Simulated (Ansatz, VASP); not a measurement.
## Si in VASP and in Ansatz

```
CELL_PARAMETERS angstrom
0.00000 1.93863 1.93863
1.93863 0.00000 1.93863
1.93863 1.93863 0.00000
ATOMIC_POSITIONS crystal
Si 0.00000 0.00000 0.00000
```

Alike in both runs: functional revPBE; k mesh 14 × 14 × 14; occupations fermi-dirac, width 0.1 eV; no spin polarisation.

Ansatz relaxed the structure, and its values are those at the end. VASP's run is a single point on that final structure, the one shown.

|  | VASP | Ansatz |
| --- | --- | --- |
| version | VASP 6.6.1 | Ansatz 0.2.0 |
| potentials or method | VASP PAW PBE potentials, release 64 (Si), cutoff 500 eV | plane waves (420 eV) with PAW, scalar-relativistic |
| valence electrons in the cell | 4 | 4 |

|  | VASP | Ansatz | Ansatz less VASP |
| --- | --- | --- | --- |
| pressure (GPa) | -0.3 | 0.0 | +0.36 |

VASP's potentials were made for PBE, not for revPBE.
